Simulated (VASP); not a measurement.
TiAl3:

```
Ti Al
1.0
    -1.91111    1.91111    4.28067
     1.91111   -1.91111    4.28067
     1.91111    1.91111   -4.28067
Ti Al
1 3
Direct
  0.00000 0.00000 0.00000
  0.25000 0.75000 0.50000
  0.75000 0.25000 0.50000
  0.50000 0.50000 0.00000
```

Base run:

* Program: VASP 6.6.1
* Functional: r2SCAN
* Potentials or basis: VASP PAW PBE potentials, release 64 (Ti_sv, Al)
* Cutoff: 520 eV
* k mesh: 6 × 6 × 6
* Occupations: fermi-dirac, width 0.05 eV
* Spin: no spin polarisation

Its results: band gap on the k mesh zero (an odd number of electrons rules out a gap without spin polarisation); pressure 0.0 GPa.

Question: The run is repeated on the same cell with these changes: functional from r2SCAN to revPBE. What comes out?

Answer: Band gap on the k mesh zero (an odd number of electrons rules out a gap without spin polarisation); pressure 3.8 GPa.

Caveats: the PAW data sets were made with another functional, which shifts forces and pressure a little; the cell stands under pressure (at least some runs).
